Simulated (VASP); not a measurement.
# TiH (Pm-3m) in VASP: notebook

Runs on TiH. Level: PBEsol. Tasks: relaxation of cell and atoms.

Program: VASP 6.6.1. These are calculated values, not measurements. Logs are shortened: lines on timing, memory, paths and dates and some standing lists are left out, and cuts for length are marked.

## (1) The cell of the first run

It takes space group Pm-3m (No. 221, cubic). Conventional cell: a = 2.570 Å, b = 2.570 Å, c = 2.570 Å, α = 90.00°, β = 90.00°, γ = 90.00°. Within 2.9 Å of Ti (site symmetry m-3m) lie 8 H at 2.23 Å and 6 Ti at 2.57 Å. H (site symmetry m-3m) has 8 Ti at 2.23 Å and 6 H at 2.57 Å within 2.9 Å.

## (2) Relaxation of cell and atoms, PBEsol, target pressure 10 GPa, at which the enthalpy is minimised

Contents of INCAR:

```
SYSTEM = TiH
PREC = Accurate
ENCUT = 600
EDIFF = 1E-7
ISMEAR = -1
SIGMA = 0.1
LREAL = .FALSE.
LASPH = .TRUE.
NELM = 100
ALGO = Normal
ISIF = 3
LWAVE = .FALSE.
LCHARG = .FALSE.
GGA = PS
IBRION = 2
NSW = 60
EDIFFG = -0.01
PSTRESS = 100.0
```

Contents of KPOINTS:

```
Automatic mesh
0
G
  7 7 7
  0 0 0
```

Contents of POSCAR:

```
TiH
1.0
    2.5700000000      0.0000000000      0.0000000000
    0.0000000000      2.5700000000      0.0000000000
    0.0000000000      0.0000000000      2.5700000000
Ti H
1 1
Direct
    0.0000000000      0.0000000000      0.0000000000
    0.5000000000      0.5000000000      0.5000000000
```

Potentials or basis: VASP PAW PBE potentials, release 64 (Ti_sv, H).

Command:

```
$ cat potpaw_PBE.64/Ti_sv/POTCAR potpaw_PBE.64/H/POTCAR > POTCAR
$ mpirun -np 1 vasp_std > vasp.out
```

OUTCAR:

```text
SYSTEM = TiH
   PREC = Accurate
   ENCUT = 600
   EDIFF = 1E-7
   ISMEAR = -1
   LREAL = .FALSE.
   LASPH = .TRUE.
   NELM = 100
   ISIF = 3
   GGA = PS
   IBRION = 2
   NSW = 60
   EDIFFG = -0.01
   PSTRESS = 100.0

 ion  position               nearest neighbor table
   1  0.000  0.000  0.000-
   2  0.500  0.500  0.500-

  LATTYP: Found a simple cubic cell.
 ALAT       =     2.5700000000

  Lattice vectors:

 A1 = (   2.5700000000,   0.0000000000,   0.0000000000)
 A2 = (   0.0000000000,   2.5700000000,   0.0000000000)
 A3 = (   0.0000000000,   0.0000000000,   2.5700000000)

Analysis of symmetry for initial positions (statically):
=====================================================================
 Subroutine PRICEL returns:
 Original cell was already a primitive cell.

 Routine SETGRP: Setting up the symmetry group for a
 simple cubic supercell.

 Subroutine GETGRP returns: Found 48 space group operations
 (whereof 48 operations were pure point group operations)
 out of a pool of 48 trial point group operations.

The static configuration has the point symmetry O_h .

Analysis of symmetry for dynamics (positions and initial velocities):
=====================================================================
 Subroutine PRICEL returns:
 Original cell was already a primitive cell.

 Routine SETGRP: Setting up the symmetry group for a
 simple cubic supercell.

 Subroutine GETGRP returns: Found 48 space group operations
 (whereof 48 operations were pure point group operations)
 out of a pool of 48 trial point group operations.

The dynamic configuration has the point symmetry O_h .

 Subroutine INISYM returns: Found 48 space group operations
 (whereof 48 operations are pure point group operations),
 and found     1 'primitive' translations

----------------------------------------------------------------------------------------

                                     Primitive cell

  volume of cell :      16.9746

  direct lattice vectors                    reciprocal lattice vectors
     2.570000000  0.000000000  0.000000000     0.389105058  0.000000000  0.000000000
     0.000000000  2.570000000  0.000000000     0.000000000  0.389105058  0.000000000
     0.000000000  0.000000000  2.570000000     0.000000000  0.000000000  0.389105058

  length of vectors
     2.570000000  2.570000000  2.570000000     0.389105058  0.389105058  0.389105058

  position of ions in fractional coordinates (direct lattice)
     0.000000000  0.000000000  0.000000000
     0.500000000  0.500000000  0.500000000

  ion indices of the primitive-cell ions
   primitive index   ion index
                 1           1
                 2           2

----------------------------------------------------------------------------------------

 KPOINTS: Automatic mesh

Automatic generation of k-mesh.
 Grid dimensions read from file:
 generate k-points for:    7    7    7

 Generating k-lattice:

  Cartesian coordinates                     Fractional coordinates (reciprocal lattice)
     0.055586437  0.000000000  0.000000000     0.142857143  0.000000000  0.000000000
     0.000000000  0.055586437  0.000000000     0.000000000  0.142857143  0.000000000
     0.000000000  0.000000000  0.055586437     0.000000000  0.000000000  0.142857143

  Length of vectors
     0.055586437  0.055586437  0.055586437

  Shift w.r.t. Gamma in fractional coordinates (k-lattice)
     0.000000000  0.000000000  0.000000000

 Subroutine IBZKPT returns following result:
 ===========================================

 Found     20 irreducible k-points:

 Following reciprocal coordinates:
            Coordinates               Weight
  0.000000  0.000000  0.000000      1.000000
  0.142857  0.000000  0.000000      6.000000
  0.285714  0.000000  0.000000      6.000000
  0.428571  0.000000  0.000000      6.000000
  0.142857  0.142857  0.000000     12.000000
  0.285714  0.142857  0.000000     24.000000
[... 12 lines left out ...]
  0.428571  0.428571  0.285714     24.000000
  0.428571  0.428571  0.428571      8.000000
   k-points           NKPTS =     20   k-points in BZ     NKDIM =     20   number of bands    NBANDS=     10
   number of dos      NEDOS =    301   number of ions     NIONS =      2
   total plane-waves  NPLWV =  13824
   dimension x,y,z NGX =    24 NGY =   24 NGZ =   24
   dimension x,y,z NGXF=    48 NGYF=   48 NGZF=   48
   ions per type =               1   1
   NGX,Y,Z   is equivalent  to a cutoff of  15.52, 15.52, 15.52 a.u.
   NGXF,Y,Z  is equivalent  to a cutoff of  31.05, 31.05, 31.05 a.u.
 SYSTEM =  TiH
   PREC   = accura    normal or accurate (medium, high low for compatibility)
   ISTART =      0    job   : 0-new  1-cont  2-samecut
   ICHARG =      2    charge: 1-file 2-atom 10-const
   ISPIN  =      1    spin polarized calculation?
   LNONCOLLINEAR =      F non collinear calculations
   LSORBIT =      F    spin-orbit coupling
   LASPH  =      T    aspherical Exc in radial PAW
   ENCUT  =  600.0 eV  44.10 Ry    6.64 a.u.   5.13  5.13  5.13*2*pi/ulx,y,z
   NELM   =    100;   NELMIN=  2; NELMDL= -5     # of ELM steps
   EDIFF  = 0.1E-06   stopping-criterion for ELM
   LREAL  =      F    real-space projection
   EDIFFG = -.1E-01   stopping-criterion for IOM
   NSW    =     60    number of steps for IOM
   IBRION =      2    ionic relax: 0-MD 1-quasi-New 2-CG
   NFREE  =      1    steps in history (QN), initial steepest desc. (CG)
   ISIF   =      3    stress and relaxation
   ISYM   =      2    0-nonsym 1-usesym 2-fastsym
   POTIM  = 0.5000    time-step for ionic-motion
   TEBEG  =    0.0;   TEEND  =   0.0 temperature during run
   PSTRESS=  100.0 pullay stress
   NELECT =      13.0000    total number of electrons
   NUPDOWN=      -1.0000    fix difference up-down
   EMIN   =  10.00;   EMAX   =-10.00  energy-range for DOS
   EFERMI =   0.00;   METHOD = LEGACY
   ISMEAR =    -1;   SIGMA  =   0.10  broadening in eV -4-tet -1-fermi 0-gaus
   EFERMI_NEDOS =   21; number of points for ismear=-14 and -15
   IALGO  =     38    algorithm
   IMIX   =      4    mixing-type and parameters
     AMIX     =   0.40;   BMIX     =  1.00
     AMIX_MAG =   1.60;   BMIX_MAG =  1.00
  volume/ion in A,a.u.               =       8.49        57.28
  Fermi-wavevector in a.u.,A,eV,Ry     =   1.497808  2.830447 30.523704  2.243429
  Thomas-Fermi vector in A             =   2.609648
   LORBIT       =      0    0 simple, 1 ext, 2 COOP (PROOUT), +10 PAW based schemes
   GGA     = PS    functional components
   LHFCALC =     F    Hartree Fock is set to
   AEXX    =    0.0000 exact exchange contribution
   IVDW    =     0    specifies the selected vdW correction
   LEPSILON=     F    determine dielectric tensor
   LRPA    =     F    only Hartree local field effects (RPA)
 conjugate gradient relaxation of ions
 non-spin polarized calculation
  energy-cutoff  :      600.00
  volume of cell :       16.97
 maximum number of plane-waves:       587
 NGX is ok and might be reduce to    24
   NGX = 11   NGY = 11   NGZ = 11

--------------------------------------- Ionic step        1  -------------------------------------------

 number of electron      13.0000002 magnetization

 Free energy of the ion-electron system (eV)
  ---------------------------------------------------
  ext. energy  EPLUGINS =         0.00000000
  ---------------------------------------------------
  free energy    TOTEN  =       -11.43791768 eV

  energy without entropy =      -11.40839083  energy(sigma->0) =      -11.42315425

------------------------ aborting loop because EDIFF is reached ----------------------------------------

  FORCE on cell =-STRESS in cart. coord.  units (eV):
  Direction    XX          YY          ZZ          XY          YZ          ZX
  --------------------------------------------------------------------------------------
  -------------------------------------------------------------------------------------
  Total        0.9194931      0.9194931      0.9194931      0.0000000     -0.0000000      0.0000000
  in kB       86.7880023     86.7880023     86.7880023      0.0000000     -0.0000000      0.0000000
  external PRESSURE =     -13.2119977 kB  Pullay stress =     100.0000000 kB

 VOLUME and BASIS-vectors are now :
 -----------------------------------------------------------------------------
  energy-cutoff  :      600.00
  volume of cell :       16.97
      direct lattice vectors                 reciprocal lattice vectors
     2.570000000  0.000000000  0.000000000     0.389105058  0.000000000  0.000000000
     0.000000000  2.570000000  0.000000000     0.000000000  0.389105058  0.000000000
     0.000000000  0.000000000  2.570000000     0.000000000  0.000000000  0.389105058

 POSITION                                       TOTAL-FORCE (eV/Angst)
 -----------------------------------------------------------------------------------
      0.00000      0.00000      0.00000         0.000000      0.000000      0.000000
      1.28500      1.28500      1.28500         0.000000      0.000000      0.000000
 -----------------------------------------------------------------------------------
    total drift:                                0.000000      0.000000      0.000000

  FREE ENERGIE OF THE ION-ELECTRON SYSTEM (eV)
  ---------------------------------------------------
  free  energy   TOTEN  =       -11.4379176799 eV
[... 19 lines left out ...]
 VOLUME and BASIS-vectors are now :
 -----------------------------------------------------------------------------
  energy-cutoff  :      600.00
  volume of cell :       16.80
      direct lattice vectors                 reciprocal lattice vectors
     2.561322560  0.000000000  0.000000000     0.390423297 -0.000000000  0.000000000
     0.000000000  2.561322560  0.000000000    -0.000000000  0.390423297  0.000000000
    -0.000000000 -0.000000000  2.561322560    -0.000000000 -0.000000000  0.390423297

 POSITION                                       TOTAL-FORCE (eV/Angst)
 -----------------------------------------------------------------------------------
      0.00000      0.00000      0.00000        -0.000000     -0.000000      0.000000
      1.28066      1.28066      1.28066         0.000000      0.000000      0.000000
 -----------------------------------------------------------------------------------
    total drift:                                0.000000      0.000000      0.000000

  FREE ENERGIE OF THE ION-ELECTRON SYSTEM (eV)
  ---------------------------------------------------
  free  energy   TOTEN  =       -11.4277883668 eV

  energy  without entropy=      -11.3987224751  energy(sigma->0) =      -11.41325542

  enthalpy is  TOTEN    =       -10.3790135703 eV   P V=        1.0487747965

--------------------------------------- Ionic step        3  -------------------------------------------

 number of electron      12.9999999 magnetization

 Free energy of the ion-electron system (eV)
  ---------------------------------------------------
  ext. energy  EPLUGINS =         0.00000000
  ---------------------------------------------------
  free energy    TOTEN  =       -11.42961640 eV

  energy without entropy =      -11.40047103  energy(sigma->0) =      -11.41504371

 E-fermi :   9.6473     XC(G=0): -12.4116

 val. band max:        9.5648257723   @ k =   0.4286   0.1429   0.1429
 cond. band min:       9.7057972567   @ k =   0.4286   0.4286   0.1429
 fundamental gap:      0.1409714844
 Fermi energy:         9.6473191025

 k-point     1 :       0.0000    0.0000    0.0000
  band No.  band energies     occupation
      1     -46.5298      2.00000
      2     -22.2882      2.00000
      3     -22.2882      2.00000
      4     -22.2882      2.00000
      5      -0.2938      2.00000
      6       7.9473      2.00000
      7       7.9473      2.00000
      8      13.8991      0.00000
      9      13.8991      0.00000
     10      13.8991      0.00000

 k-point     2 :       0.1429    0.0000    0.0000
  band No.  band energies     occupation
      1     -46.4960      2.00000
      2     -22.5253      2.00000
      3     -22.2677      2.00000
      4     -22.2677      2.00000
      5       0.2157      2.00000
      6       8.1028      2.00000
      7       8.2952      2.00000
      8      13.3436      0.00000
      9      13.3436      0.00000
     10      13.9401      0.00000

 k-point     3 :       0.2857    0.0000    0.0000
  band No.  band energies     occupation
      1     -46.4191      2.00000
      2     -23.0372      2.00000
      3     -22.2214      2.00000
      4     -22.2214      2.00000
      5       1.5820      2.00000
      6       8.4714      1.99998
      7       8.4758      1.99998
      8      12.3030      0.00000
      9      12.3030      0.00000
     10      14.0336      0.00000
[... 232 lines left out ...]
 VOLUME and BASIS-vectors are now :
 -----------------------------------------------------------------------------
  energy-cutoff  :      600.00
  volume of cell :       16.83
      direct lattice vectors                 reciprocal lattice vectors
     2.562789793  0.000000000  0.000000000     0.390199775 -0.000000000  0.000000000
     0.000000000  2.562789793  0.000000000    -0.000000000  0.390199775  0.000000000
    -0.000000000 -0.000000000  2.562789793    -0.000000000 -0.000000000  0.390199775

 POSITION                                       TOTAL-FORCE (eV/Angst)
 -----------------------------------------------------------------------------------
      0.00000      0.00000      0.00000        -0.000000     -0.000000      0.000000
      1.28139      1.28139      1.28139         0.000000      0.000000      0.000000
 -----------------------------------------------------------------------------------
    total drift:                                0.000000      0.000000      0.000000

  FREE ENERGIE OF THE ION-ELECTRON SYSTEM (eV)
  ---------------------------------------------------
  free  energy   TOTEN  =       -11.4296163986 eV

  energy  without entropy=      -11.4004710267  energy(sigma->0) =      -11.41504371

  enthalpy is  TOTEN    =       -10.3790382237 eV   P V=        1.0505781750

 reached required accuracy - stopping structural energy minimisation
```

It took 14 s on 1 thread of Intel Xeon 6975P-C, shared host; peak memory 0.14 GiB.

Results:

| Property | Result |
| --- | --- |
| Free energy | -11.4296 eV |
| Relaxed volume | 8.42 Å³/atom |
| Relaxed cell | a = 2.563 Å, b = 2.563 Å, c = 2.563 Å, α = 90.00°, β = 90.00°, γ = 90.00° |
| Space group after relaxing (to 0.05 Å) | Pm-3m (No. 221) |
| Energy change on relaxing (the enthalpy is what falls) | +4.2 meV/atom |
| Ionic steps | 3 |
| Pressure after relaxing | 10.0 GPa |

The path:
| step | energy change (eV) | largest force (eV/Å) | pressure (GPa) | volume (Å³) |
| --- | --- | --- | --- | --- |
| 1 | 0.0000 | 0.0000 | 8.68 | 16.97 |
| 2 | 0.0101 | 0.0000 | 10.27 | 16.80 |
| 3 | 0.0083 | 0.0000 | 10.01 | 16.83 |

Final structure:
```
Ti H
1.0
     2.56279    0.00000    0.00000
     0.00000    2.56279    0.00000
     0.00000    0.00000    2.56279
Ti H
1 1
Direct
  0.00000 0.00000 0.00000
  0.50000 0.50000 0.50000
```

Caveat: the cell is relaxed towards a set pressure, so the enthalpy falls and the energy may rise; the PAW data sets were made with another functional, which shifts forces and pressure a little.

## (3) Relaxation of cell and atoms, PBEsol, target pressure 20 GPa, at which the enthalpy is minimised

Contents of INCAR:

```
ALGO = Normal ; EDIFF = 1E-6
EDIFFG = -0.01 ; ENCUT = 600
GGA = PS ; IBRION = 2
ISIF = 3 ; ISMEAR = -1
LASPH = True ; LCHARG = False
LREAL = False ; LWAVE = False
NELM = 100 ; NSW = 60
PREC = Accurate ; PSTRESS = 200.0
SIGMA = 0.1
```

Contents of KPOINTS:

```
k-points
0
Gamma
  7 7 7
```

POSCAR is that of step 2.

Potentials or basis: VASP PAW PBE potentials, release 64 (Ti_sv, H).

Command:

```
$ cat potpaw_PBE.64/Ti_sv/POTCAR potpaw_PBE.64/H/POTCAR > POTCAR
$ mpirun -np 1 vasp_std > vasp.out
```

Wall time 15 s (1 thread of Intel Xeon 6975P-C, shared host); peak memory 0.14 GiB.

The run converged. Its results:

```yaml
Free_energy: -11.3432 eV
Relaxed_volume: 7.95 Å³/atom
Relaxed_cell: a = 2.514 Å, b = 2.514 Å, c = 2.514 Å, α = 90.00°, β = 90.00°, γ = 90.00°
Space_group_after_relaxing_to_0.05_Å: Pm-3m (No. 221)
Energy_change_on_relaxing_the_enthalpy_is_what_falls: +47.3 meV/atom
Ionic_steps: 3
Pressure_after_relaxing: 20.1 GPa
```

Step by step:
| step | energy change (eV) | largest force (eV/Å) | pressure (GPa) | volume (Å³) |
| --- | --- | --- | --- | --- |
| 1 | 0.0000 | 0.0000 | 8.73 | 16.97 |
| 2 | 0.1429 | 0.0000 | 24.47 | 15.55 |
| 3 | 0.0947 | 0.0000 | 20.10 | 15.90 |

Final structure:
```
Ti H
1.0
     2.51444    0.00000    0.00000
     0.00000    2.51444    0.00000
     0.00000    0.00000    2.51444
Ti H
1 1
Direct
  0.00000 0.00000 0.00000
  0.50000 0.50000 0.50000
```

Levels at points of the mesh, in eV from the Fermi level:
```csv
k point,band 3,band 4,band 5,band 6,band 7,band 8,band 9,band 10
"(0.00, 0.00, 0.00)",-31.77,-31.77,-10.22,-1.85,-1.85,4.53,4.53,4.53
```

Caveat: the cell is relaxed towards a set pressure, so the enthalpy falls and the energy may rise; the PAW data sets were made with another functional, which shifts forces and pressure a little.

(Continued in part 2 of 2.)
